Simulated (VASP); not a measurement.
Wanted: the native input for a VASP 6.6.1 run.

* Task: single point
* Functional: LDA
* Potentials or basis: VASP PAW LDA potentials, release 64 (Y_sv)
* Cutoff: 520 eV
* k mesh: 17 × 17 × 16
* Occupations: fermi-dirac, width 0.05 eV
* Spin: no spin polarisation
* Dipole correction: no
* Further INCAR settings: ALGO = Normal; EDIFF = 1e-07; NBANDS = 12

The structure of Y lies in POSCAR:

```
Y
1.0
    2.4883581090      0.0000000000      0.0000000000
   -1.2441790545      2.1549813361      0.0000000000
    0.0000000000      0.0000000000      2.3366051902
Y
1
Direct
    0.0000000000      0.0000000000      0.0000000000
```

One way to write it, as run:

INCAR

```
PREC = Accurate
ENCUT = 520
EDIFF = 1E-7
ISMEAR = -1
SIGMA = 0.05
LREAL = False
LASPH = True
NELM = 80
ALGO = Normal
ISIF = 2
LWAVE = False
LCHARG = True
LELF = True
LVHAR = True
NBANDS = 12
```

KPOINTS

```
regular mesh
0
Gamma
  17 17 16
```

Potentials or basis: VASP PAW LDA potentials, release 64 (Y_sv).

Command:

```sh
$ cat potpaw_LDA.64/Y_sv/POTCAR > POTCAR
$ mpirun -np 1 vasp_std > vasp.out
```

Results of the run:

| Property | Result |
| --- | --- |
| Pressure | 160.9 GPa |

Run time: 17 s on 1 thread of Intel(R) Xeon(R) 6975P-C (Granite Rapids) (shared host), peak memory 0.17 GiB.
